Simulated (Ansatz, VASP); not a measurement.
**Be: VASP beside Ansatz**

INCAR

```
PREC = Accurate
ENCUT = 520
EDIFF = 1E-6
ISMEAR = -1
SIGMA = 0.1
LREAL = False
LASPH = True
NELM = 60
ALGO = Normal
ISIF = 2
LWAVE = False
LCHARG = False
GGA = B5
ALDAX = 1.0
AGGAX = 1.0
AGGAC = 1.0
ALDAC = 0.0
NBANDS = 12
```

Contents of KPOINTS:

```
Automatic mesh
0
Gamma
  18 18 5
```

POSCAR

```
Be
1.0
    2.3464243554      0.0000000000      0.0000000000
   -1.1732121777      2.0320630998      0.0000000000
    0.0000000000      0.0000000000      7.4415133786
Be
4
Direct
    1.0000000000      0.0000000000      0.0000000000
    1.0000000000      0.0000000000      0.5000000000
    0.3333333333      0.6666666667      0.2500000000
    0.6666666667      0.3333333333      0.7500000000
```

Input for Ansatz:

```yaml
crystal:
  lattice:
    - [2.3464243554, 0.0, 0.0]
    - [-1.1732121777, 2.0320630998, 0.0]
    - [0.0, 0.0, 7.4415133786]
  atoms:
    - { symbol: Be, position: [1.0, 0.0, 0.0] }
    - { symbol: Be, position: [1.0, 0.0, 0.5] }
    - { symbol: Be, position: [0.3333333333, 0.6666666667, 0.25] }
    - { symbol: Be, position: [0.6666666667, 0.3333333333, 0.75] }
hamiltonian:
  xc: blyp
  pseudopotentials:
    kind: paw
    azcp:
      Be: "pseudopotentials/Be.paw.azcp"
basis:
  ecutwfc: 420
  fft_grid_basis: typed
kpoints:
  mp_grid: { grid: [18, 18, 5], shift: [0, 0, 0] }
magnetization:
  spin_polarized: false
scf:
  occupations: { method: fermi_dirac, width: 0.1 }
  lower_state_search: "off"
output:
  stress: true
```

Alike in both runs: task single point; functional BLYP; k mesh 18 × 18 × 5; occupations fermi-dirac, width 0.1 eV; no spin polarisation.

```csv
,VASP,Ansatz
version,VASP 6.6.1,Ansatz 0.2.0
potentials or method,"VASP PAW PBE potentials, release 64 (Be), cutoff 520 eV","plane waves (420 eV) with PAW, scalar-relativistic"
valence electrons in the cell,8,8
```

|  | VASP | Ansatz | Ansatz less VASP |
| --- | --- | --- | --- |
| pressure (GPa) | -11.2 | -11.2 | -0.07 |
| traceless stress, the component that is largest in VASP (GPa) | -0.65 | -0.58 | +0.072 |

VASP's potentials were made for PBE, not for BLYP.
